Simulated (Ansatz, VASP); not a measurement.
Two plane-wave programs on HfOs3

INCAR

```
PREC = Accurate ; ENCUT = 520
EDIFF = 1E-7 ; ISMEAR = 0
SIGMA = 0.05 ; LREAL = F
LASPH = T ; NELM = 60
ALGO = Normal ; ISIF = 2
LWAVE = F ; LCHARG = F
GGA = PS ; NBANDS = 25
```

The input KPOINTS:

```
regular mesh
0
Gamma
  8 8 8
```

POSCAR

```
HfOs3
1.0
    3.9598743775      0.0000000000      0.0000000000
    0.0000000000      3.9598743775      0.0000000000
    0.0000000000      0.0000000000      3.9598743775
Hf Os
1 3
Direct
    0.0000000000      0.0000000000      0.0000000000
    0.0000000000      0.5000000000      0.5000000000
    0.5000000000      0.5000000000      0.0000000000
    0.5000000000      0.0000000000      0.5000000000
```

Input for Ansatz:

```yaml
crystal:
  lattice:
    - [3.9598743775, 0.0, 0.0]
    - [0.0, 3.9598743775, 0.0]
    - [0.0, 0.0, 3.9598743775]
  atoms:
    - { symbol: Hf, position: [0.0, 0.0, 0.0] }
    - { symbol: Os, position: [0.0, 0.5, 0.5] }
    - { symbol: Os, position: [0.5, 0.5, 0.0] }
    - { symbol: Os, position: [0.5, 0.0, 0.5] }
basis:
  ecutwfc: 420
  ecutrho_ratio: 4
kpoints:
  mp_grid: { grid: [8, 8, 8] }
hamiltonian:
  xc: pbesol
scf:
  occupations: { method: gaussian, width: 0.05 }
output:
  forces: true
  stress: true
  eigenvalues: true
```

Alike in both runs: task single point; functional PBEsol; k mesh 8 × 8 × 8; occupations gaussian, width 0.05 eV; no spin polarisation.

```csv
,VASP,Ansatz
version,VASP 6.6.1,Ansatz 0.2.0
potentials or method,"VASP PAW PBE potentials, release 64 (Hf_pv, Os), cutoff 520 eV","scalar-relativistic, plane waves, PAW"
valence electrons in the cell,34,74
```

VASP gave:

| Item | Value |
| --- | --- |
| gap on the k mesh at the Fermi level (eV) | none |
| pressure (GPa) | -6.4 |

Task: What did Ansatz give for the same quantities?

Result: gap on the k mesh at the Fermi level (eV): none; pressure (GPa): -5.9.

VASP's potentials were made for PBE, not for PBEsol. A gap of «none» marks a metal or a gap that the smearing closes. VASP's potentials hold 34 valence electrons a cell and Ansatz's 74, so a difference there can come from the potentials and not from the codes.

Spin-orbit coupling is off throughout.
